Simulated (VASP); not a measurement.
Set up this calculation in VASP 6.6.1, as the native input.

```
Task                   : single point
Functional             : PBE
Potentials or basis    : VASP PAW PBE potentials, release 64 (W_sv, S)
Cutoff                 : 520 eV
k mesh                 : 9 × 9 × 9
Occupations            : fermi-dirac, width 0.05 eV
Spin                   : no spin polarisation
Dipole correction      : no
Further INCAR settings : ALGO = Normal; EDIFF = 1e-06; NBANDS = 20
```

The structure of WS2 lies in POSCAR:

```
WS2
1.0
    1.8439358300      1.0645968500      5.5749124800
   -1.8439358300      1.0645968500      5.5749124800
    0.0000000000     -2.1291937000      5.5749124800
W S
1 2
Direct
    0.0000000000      0.0000000000      0.0000000000
    0.2520000000      0.2520000000      0.2520000000
    0.7480000000      0.7480000000      0.7480000000
```

The input as run:

INCAR

```
SYSTEM = WS2
  ALGO = Normal
  EDIFF = 1E-6
  ENCUT = 520
  GGA = PE
  ISIF = 2
  ISMEAR = -1
  LASPH = .True.
  LCHARG = .False.
  LREAL = .False.
  LWAVE = .False.
  NBANDS = 20
  NELM = 100
  PREC = Accurate
  SIGMA = 0.05
```

KPOINTS

```
k-points
0
Gamma
  9 9 9
  0 0 0
```

Potentials or basis: VASP PAW PBE potentials, release 64 (W_sv, S).

Command:

```sh
$ cat potpaw_PBE.64/W_sv/POTCAR potpaw_PBE.64/S/POTCAR > POTCAR
$ mpirun -np 1 vasp_std > vasp.out
```

It gave:

The pressure is -12.3 GPa and the largest force is 0.546 eV/Å. The band gap on the k mesh is zero (band 13 reaches 5.20 eV, above the bottom of band 14 at 4.34 eV).

Caveat: spin-orbit coupling is left out, which moves the levels of the heavy elements.

It took 2.7 min on 1 thread of Intel(R) Xeon(R) Platinum 8375C CPU @ 2.90GHz (Ice Lake), on a shared host, peak memory 0.36 GiB.
